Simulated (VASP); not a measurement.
# ZnO (P6_3mc) in VASP: a series of runs

Runs on ZnO. Level: PBEsol. Tasks: single point.

Everything below comes from runs of VASP 6.6.1. Logs are shortened: lines on timing, memory, paths and dates and some standing lists are left out, and cuts for length are marked.

## Step 1: The cell of the first run

Symmetry: P6_3mc, No. 186, hexagonal system. Conventional cell: a = 3.249 Å, b = 3.249 Å, c = 5.334 Å, α = 90.00°, β = 90.00°, γ = 120.00°. Zn (site symmetry 3m) has 4 O at 1.98 to 2.04 Å within 2.6 Å. O (site symmetry 3m) has 4 Zn at 1.98 to 2.04 Å within 2.6 Å.

## Step 2: Single point, PBEsol (strain +0.000 along x and y, +0.025 along z)

The input, INCAR:

```
PREC     = Accurate       # precision mode
ENCUT    = 520            # plane-wave cutoff, eV
EDIFF    = 1E-6           # SCF threshold, eV
ISMEAR   = 0              # smearing method
SIGMA    = 0.05           # smearing width, eV
LREAL    = F              # projectors in reciprocal space
LASPH    = T              # aspherical terms in the spheres
NELM     = 60             # most SCF steps
ALGO     = Normal         # electronic algorithm
ISIF     = 2              # what is computed and relaxed
LWAVE    = F              # write WAVECAR
LCHARG   = F              # write CHGCAR
GGA      = PS             # functional
NBANDS   = 26             # bands
```

The input, KPOINTS:

```
regular mesh
0
Gamma
  9 9 6
```

The input, POSCAR:

```
ZnO
1.0
    3.2493987239      0.0000000000      0.0000000000
   -1.6246993619      2.8140618419      0.0000000000
    0.0000000000      0.0000000000      5.3338950000
Zn O
2 2
Direct
    0.3333333333      0.6666666667      0.0000000000
    0.6666666667      0.3333333333      0.5000000000
    0.3333333333      0.6666666667      0.3821000000
    0.6666666667      0.3333333333      0.8821000000
```

Potentials or basis: VASP PAW PBE potentials, release 64 (Zn, O).

Command:

```sh
$ cat potpaw_PBE.64/Zn/POTCAR potpaw_PBE.64/O/POTCAR > POTCAR
$ mpirun -np 1 vasp_std > vasp.out
```

OUTCAR:

```text
PREC = Accurate
   ENCUT = 520
   EDIFF = 1E-6
   ISMEAR = 0
   LREAL = F
   LASPH = T
   NELM = 60
   ISIF = 2
   GGA = PS

 ion  position               nearest neighbor table
   1  0.333  0.667  0.000-   4 1.98   4 1.98   4 1.98   3 2.04
   2  0.667  0.333  0.500-   3 1.98   3 1.98   3 1.98   4 2.04
   3  0.333  0.667  0.382-   2 1.98   2 1.98   2 1.98   1 2.04
   4  0.667  0.333  0.882-   1 1.98   1 1.98   1 1.98   2 2.04

  LATTYP: Found a hexagonal cell.
 ALAT       =     3.2493987239
 C/A-ratio  =     1.6415021526

  Lattice vectors:

 A1 = (   3.2493987239,   0.0000000000,   0.0000000000)
 A2 = (  -1.6246993619,   2.8140618419,   0.0000000000)
 A3 = (   0.0000000000,   0.0000000000,   5.3338950000)

Analysis of symmetry for initial positions (statically):
=====================================================================
 Subroutine PRICEL returns:
 Original cell was already a primitive cell.

 Routine SETGRP: Setting up the symmetry group for a
 hexagonal supercell.

 Subroutine GETGRP returns: Found 12 space group operations
 (whereof  6 operations were pure point group operations)
 out of a pool of 24 trial point group operations.

The static configuration has the point symmetry C_3v.
 The point group associated with its full space group is C_6v.

Analysis of symmetry for dynamics (positions and initial velocities):
=====================================================================
 Subroutine PRICEL returns:
 Original cell was already a primitive cell.

 Routine SETGRP: Setting up the symmetry group for a
 hexagonal supercell.

 Subroutine GETGRP returns: Found 12 space group operations
 (whereof  6 operations were pure point group operations)
 out of a pool of 24 trial point group operations.

The dynamic configuration has the point symmetry C_3v.
 The point group associated with its full space group is C_6v.

 Subroutine INISYM returns: Found 12 space group operations
 (whereof  6 operations are pure point group operations),
 and found     1 'primitive' translations

----------------------------------------------------------------------------------------

                                     Primitive cell

  volume of cell :      48.7732

  direct lattice vectors                    reciprocal lattice vectors
     3.249398724  0.000000000  0.000000000     0.307749244  0.177679109  0.000000000
    -1.624699362  2.814061842  0.000000000     0.000000000  0.355358217  0.000000000
     0.000000000  0.000000000  5.333895000     0.000000000  0.000000000  0.187480256

  length of vectors
     3.249398724  3.249398724  5.333895000     0.355358217  0.355358217  0.187480256

  position of ions in fractional coordinates (direct lattice)
     0.333333333  0.666666667  0.000000000
     0.666666667  0.333333333  0.500000000
     0.333333333  0.666666667  0.382100000
     0.666666667  0.333333333  0.882100000

  ion indices of the primitive-cell ions
   primitive index   ion index
                 1           1
                 2           2
                 3           3
                 4           4

----------------------------------------------------------------------------------------

 KPOINTS: regular mesh

Automatic generation of k-mesh.
 Grid dimensions read from file:
 generate k-points for:    9    9    6

 Generating k-lattice:

  Cartesian coordinates                     Fractional coordinates (reciprocal lattice)
     0.034194360  0.019742123  0.000000000     0.111111111 -0.000000000  0.000000000
     0.000000000  0.039484246  0.000000000     0.000000000  0.111111111  0.000000000
     0.000000000  0.000000000  0.031246709     0.000000000  0.000000000  0.166666667

  Length of vectors
     0.039484246  0.039484246  0.031246709

  Shift w.r.t. Gamma in fractional coordinates (k-lattice)
     0.000000000  0.000000000  0.000000000

 Subroutine IBZKPT returns following result:
 ===========================================

 Found     48 irreducible k-points:

 Following reciprocal coordinates:
            Coordinates               Weight
  0.000000  0.000000  0.000000      1.000000
  0.111111  0.000000  0.000000      6.000000
  0.222222  0.000000  0.000000      6.000000
  0.333333 -0.000000  0.000000      6.000000
  0.444444  0.000000  0.000000      6.000000
  0.111111  0.111111  0.000000      6.000000
[... 16 lines left out ...]
  0.333333  0.222222  0.166667     24.000000
  0.333333  0.333333  0.166667      4.000000
 [... further k-points ...]
   k-points           NKPTS =     48   k-points in BZ     NKDIM =     48   number of bands    NBANDS=     26
   number of dos      NEDOS =    301   number of ions     NIONS =      4
   total plane-waves  NPLWV =  23040
   dimension x,y,z NGX =    24 NGY =   24 NGZ =   40
   dimension x,y,z NGXF=    48 NGYF=   48 NGZF=   80
   ions per type =               2   2
   NGX,Y,Z   is equivalent  to a cutoff of  12.28, 12.28, 12.47 a.u.
   NGXF,Y,Z  is equivalent  to a cutoff of  24.56, 24.56, 24.93 a.u.
 SYSTEM =  unknown system
   PREC   = accura    normal or accurate (medium, high low for compatibility)
   ISTART =      0    job   : 0-new  1-cont  2-samecut
   ICHARG =      2    charge: 1-file 2-atom 10-const
   ISPIN  =      1    spin polarized calculation?
   LNONCOLLINEAR =      F non collinear calculations
   LSORBIT =      F    spin-orbit coupling
   LASPH  =      T    aspherical Exc in radial PAW
   ENCUT  =  520.0 eV  38.22 Ry    6.18 a.u.   6.04  6.04  9.92*2*pi/ulx,y,z
   NELM   =     60;   NELMIN=  2; NELMDL= -5     # of ELM steps
   EDIFF  = 0.1E-05   stopping-criterion for ELM
   LREAL  =      F    real-space projection
   EDIFFG = 0.1E-04   stopping-criterion for IOM
   NSW    =      0    number of steps for IOM
   IBRION =     -1    ionic relax: 0-MD 1-quasi-New 2-CG
   NFREE  =      0    steps in history (QN), initial steepest desc. (CG)
   ISIF   =      2    stress and relaxation
   ISYM   =      2    0-nonsym 1-usesym 2-fastsym
   POTIM  = 0.5000    time-step for ionic-motion
   TEBEG  =    0.0;   TEEND  =   0.0 temperature during run
   PSTRESS=    0.0 pullay stress
   NELECT =      36.0000    total number of electrons
   NUPDOWN=      -1.0000    fix difference up-down
   EMIN   =  10.00;   EMAX   =-10.00  energy-range for DOS
   EFERMI =   0.00;   METHOD = LEGACY
   ISMEAR =     0;   SIGMA  =   0.05  broadening in eV -4-tet -1-fermi 0-gaus
   EFERMI_NEDOS =   21; number of points for ismear=-14 and -15
   IALGO  =     38    algorithm
   IMIX   =      4    mixing-type and parameters
     AMIX     =   0.40;   BMIX     =  1.00
     AMIX_MAG =   1.60;   BMIX_MAG =  1.00
  volume/ion in A,a.u.               =      12.19        82.28
  Fermi-wavevector in a.u.,A,eV,Ry     =   1.479501  2.795852 29.782113  2.188924
  Thomas-Fermi vector in A             =   2.593651
   LORBIT       =      0    0 simple, 1 ext, 2 COOP (PROOUT), +10 PAW based schemes
   GGA     = PS    functional components
   LHFCALC =     F    Hartree Fock is set to
   AEXX    =    0.0000 exact exchange contribution
   IVDW    =     0    specifies the selected vdW correction
   LEPSILON=     F    determine dielectric tensor
   LRPA    =     F    only Hartree local field effects (RPA)
 non-spin polarized calculation
 Gauss-broadening in eV      SIGMA  =   0.05
  energy-cutoff  :      520.00
  volume of cell :       48.77
 maximum number of plane-waves:      1338
   NGX = 13   NGY = 13   NGZ = 19

 number of electron      36.0000058 magnetization

 Free energy of the ion-electron system (eV)
  ---------------------------------------------------
  ext. energy  EPLUGINS =         0.00000000
  ---------------------------------------------------
  free energy    TOTEN  =       -19.38594166 eV

  energy without entropy =      -19.38594166  energy(sigma->0) =      -19.38594166

 E-fermi :   1.1344     XC(G=0): -11.0555

 val. band max:        0.8577024454   @ k =   0.0000   0.0000   0.0000
 cond. band min:       1.4755827945   @ k =   0.0000   0.0000   0.0000
 fundamental gap:      0.6178803491
 Fermi energy:         1.1344442615

 k-point     1 :       0.0000    0.0000    0.0000
  band No.  band energies     occupation
      1     -17.0189      2.00000
      2     -16.3462      2.00000
      3      -4.7929      2.00000
      4      -4.7929      2.00000
      5      -4.7186      2.00000
      6      -4.6980      2.00000
[... 18 lines left out ...]
     25      14.8279      0.00000
     26      14.8279      0.00000

 k-point     2 :       0.1111    0.0000    0.0000
  band No.  band energies     occupation
      1     -16.9516      2.00000
      2     -16.3140      2.00000
      3      -4.8671      2.00000
      4      -4.7521      2.00000
      5      -4.6687      2.00000
      6      -4.6355      2.00000
[... 18 lines left out ...]
     25      14.4245      0.00000
     26      14.9726      0.00000

 k-point     3 :       0.2222    0.0000    0.0000
  band No.  band energies     occupation
      1     -16.7720      2.00000
      2     -16.2360      2.00000
      3      -5.0144      2.00000
      4      -4.6981      2.00000
      5      -4.6551      2.00000
      6      -4.5220      2.00000
[... 18 lines left out ...]
     25      14.0159      0.00000
     26      14.9394      0.00000

 k-point     4 :       0.3333   -0.0000    0.0000
  band No.  band energies     occupation
      1     -16.5451      2.00000
      2     -16.1604      2.00000
      3      -5.0910      2.00000
      4      -4.7493      2.00000
      5      -4.5643      2.00000
      6      -4.3415      2.00000
[... 18 lines left out ...]
     25      14.1161      0.00000
     26      14.7638      0.00000
[... 496 lines left out ...]
      1     -16.4149      2.00000
      2     -16.1552      2.00000
      3      -4.9075      2.00000
      4      -4.8273      2.00000
      5      -4.4739      2.00000
      6      -4.4304      2.00000
[... 18 lines left out ...]
     25      12.4734      0.00000
     26      15.7111      0.00000

 k-point    23 :       0.3333    0.2222    0.1667
  band No.  band energies     occupation
      1     -16.2709      2.00000
      2     -16.1432      2.00000
      3      -4.8440      2.00000
      4      -4.6423      2.00000
      5      -4.4832      2.00000
      6      -4.3056      2.00000
[... 18 lines left out ...]
     25      13.2475      0.00000
     26      14.7481      0.00000

 k-point    24 :       0.3333    0.3333    0.1667
  band No.  band energies     occupation
      1     -16.1805      2.00000
      2     -16.1805      2.00000
      3      -4.7831      2.00000
      4      -4.4864      2.00000
      5      -4.4864      2.00000
      6      -4.2309      2.00000
[... 18 lines left out ...]
     25      13.9535      0.00000
     26      14.9064      0.00000

 [... further k-points ...]

------------------------ aborting loop because EDIFF is reached ----------------------------------------

  FORCE on cell =-STRESS in cart. coord.  units (eV):
  Direction    XX          YY          ZZ          XY          YZ          ZX
  --------------------------------------------------------------------------------------
  -------------------------------------------------------------------------------------
  Total       -0.6525273     -0.6525273     -1.9885961     -0.0000000      0.0000000      0.0000000
  in kB      -21.4352296    -21.4352296    -65.3244949     -0.0000000      0.0000000      0.0000000
  external PRESSURE =     -36.0649847 kB  Pullay stress =       0.0000000 kB

 VOLUME and BASIS-vectors are now :
 -----------------------------------------------------------------------------
  energy-cutoff  :      520.00
  volume of cell :       48.77
      direct lattice vectors                 reciprocal lattice vectors
     3.249398724  0.000000000  0.000000000     0.307749244  0.177679109  0.000000000
    -1.624699362  2.814061842  0.000000000     0.000000000  0.355358217  0.000000000
     0.000000000  0.000000000  5.333895000     0.000000000  0.000000000  0.187480256

 POSITION                                       TOTAL-FORCE (eV/Angst)
 -----------------------------------------------------------------------------------
     -0.00000      1.87604      0.00000        -0.000000      0.000000      0.196174
      1.62470      0.93802      2.66695         0.000000     -0.000000      0.196174
     -0.00000      1.87604      2.03808        -0.000000     -0.000000     -0.196174
      1.62470      0.93802      4.70503         0.000000      0.000000     -0.196174
 -----------------------------------------------------------------------------------
    total drift:                               -0.000000     -0.000000     -0.001196

  FREE ENERGIE OF THE ION-ELECTRON SYSTEM (eV)
  ---------------------------------------------------
  free  energy   TOTEN  =       -19.3859416573 eV

  energy  without entropy=      -19.3859416573  energy(sigma->0) =      -19.38594166
```

Wall time 71 s (1 thread of Intel Xeon Platinum 8488C (Sapphire Rapids), shared host); peak memory 0.19 GiB.

What came out:

- Free energy: -19.3859 eV
- Pressure: -3.6 GPa
- Largest force: 0.196 eV/Å
- Band gap on the k mesh: 0.62 eV, direct

Forces on the atoms (eV/Å):
```
Zn   0.000  0.000  0.196
Zn   0.000  0.000  0.196
O    0.000  0.000 -0.196
O    0.000  0.000 -0.196
```

Caveat: the cell differs from its parent crystal (strain +0.000 along x and y, +0.025 along z); the PAW data sets were made with another functional, which shifts forces and pressure a little.

## Step 3: Single point, PBEsol (strain +0.000 along x and y, +0.050 along z)

The input, INCAR:

```
PREC = Accurate
ENCUT = 520
EDIFF = 1E-7
ISMEAR = 0
SIGMA = 0.05
LREAL = False
LASPH = True
NELM = 100
ALGO = Normal
ISIF = 2
LWAVE = False
LCHARG = False
GGA = PS
NBANDS = 26
```

KPOINTS is that of step 2.

Edit POSCAR of step 2 so:

```diff
@@ -4,3 +4,3 @@
    -1.6246993619      2.8140618419      0.0000000000
-    0.0000000000      0.0000000000      5.3338950000
+    0.0000000000      0.0000000000      5.4639900000
 Zn O
```

Potentials or basis: VASP PAW PBE potentials, release 64 (Zn, O).

Command:

```sh
$ cat potpaw_PBE.64/Zn/POTCAR potpaw_PBE.64/O/POTCAR > POTCAR
$ mpirun -np 1 vasp_std > vasp.out
```

It took 75 s on 1 thread of Intel Xeon Platinum 8488C (Sapphire Rapids), shared host; peak memory 0.19 GiB.

Results (log left out):

* Free energy: -19.3195 eV
* Pressure: -6.2 GPa
* Largest force: 0.269 eV/Å
* Band gap on the k mesh: 0.55 eV, direct

Forces in eV/Å, atoms in the order of the input:
```
Zn   0.000  0.000  0.269
Zn   0.000  0.000  0.269
O    0.000  0.000 -0.269
O    0.000  0.000 -0.269
```

Stress tensor (GPa, compression positive):
```
 -3.54   0.00   0.00
  0.00  -3.54   0.00
  0.00   0.00 -11.48
```

Levels at points of the mesh, in eV from the valence-band top:
```tsv
k point	band 16	band 17	band 18	band 19	band 20	band 21
(0.00, 0.00, 0.00)	-0.21	0.00	0.00	0.55	4.99	7.51
(0.00, 0.00, 0.50)	-0.31	-0.31	-0.31	3.15	3.15	9.38
```

Caveat: the cell differs from its parent crystal (strain +0.000 along x and y, +0.050 along z); the PAW data sets were made with another functional, which shifts forces and pressure a little.

## Step 4: Single point, PBEsol (strain +0.050 along x and y, -0.050 along z)

The input, INCAR:

```
  PREC = Accurate
  ENCUT = 520
  EDIFF = 1E-6
  ISMEAR = 0
  SIGMA = 0.05
  LREAL = F
  LASPH = T
  NELM = 100
  ALGO = Normal
  ISIF = 2
  LWAVE = F
  LCHARG = F
  GGA = PS
  NBANDS = 26
```

The input, KPOINTS:

```
Automatic mesh
0
Gamma
  9 9 6
```

The input, POSCAR:

```
ZnO
1.0
    3.4118686601      0.0000000000      0.0000000000
   -1.7059343300      2.9547649340      0.0000000000
    0.0000000000      0.0000000000      4.9436100000
Zn O
2 2
Direct
    0.3333333333      0.6666666667      0.0000000000
    0.6666666667      0.3333333333      0.5000000000
    0.3333333333      0.6666666667      0.3821000000
    0.6666666667      0.3333333333      0.8821000000
```

Command:

```sh
$ cat potpaw_PBE.64/Zn/POTCAR potpaw_PBE.64/O/POTCAR > POTCAR
$ mpirun -np 1 vasp_std > vasp.out
```

Wall time 1.7 min (1 thread of Intel Xeon Platinum 8488C (Sapphire Rapids), shared host); peak memory 0.2 GiB.

Results (log left out):

| Item | Value |
| --- | --- |
| Free energy | -19.1448 eV |
| Pressure | -4.7 GPa |
| Largest force | 0.939 eV/Å |
| Band gap on the k mesh | 0.62 eV, direct |

Forces on the atoms (eV/Å):
```
Zn   0.000  0.000 -0.939
Zn   0.000  0.000 -0.939
O    0.000  0.000  0.939
O    0.000  0.000  0.939
```

Stress tensor (GPa, compression positive):
```
-11.74   0.00   0.00
  0.00 -11.74   0.00
  0.00   0.00   9.48
```

Levels at points of the mesh, in eV from the valence-band top:
| k point | band 16 | band 17 | band 18 | band 19 | band 20 | band 21 |
| --- | --- | --- | --- | --- | --- | --- |
| (0.00, 0.00, 0.00) | -0.08 | -0.08 | 0.00 | 0.62 | 4.65 | 8.90 |
| (0.00, 0.00, 0.50) | -0.55 | -0.55 | -0.55 | 3.39 | 3.39 | 10.60 |

Caveat: the cell differs from its parent crystal (strain +0.050 along x and y, -0.050 along z); the PAW data sets were made with another functional, which shifts forces and pressure a little.

## Step 5: The runs side by side

```csv
cell,gap on the mesh (eV),pressure (GPa),largest force (eV/Å)
"a = 3.249, b = 3.249, c = 5.334 Å, angles 90.0, 90.0, 120.0°, 4 atoms",0.62,-3.6,0.20
"a = 3.249, b = 3.249, c = 5.464 Å, angles 90.0, 90.0, 120.0°, 4 atoms",0.55,-6.2,0.27
"a = 3.412, b = 3.412, c = 4.944 Å, angles 90.0, 90.0, 120.0°, 4 atoms",0.62,-4.7,0.94
```

Alike in all rows: task single point; level PBEsol; potentials or basis VASP PAW PBE potentials, release 64 (Zn, O); no spin polarisation; k mesh 9 × 9 × 6; cutoff (eV) 520; smearing gaussian 0.05 eV.

Caveats: the PAW data sets were made with another functional, which shifts forces and pressure a little.

Absolute energies hang on the potentials; compare differences alone.
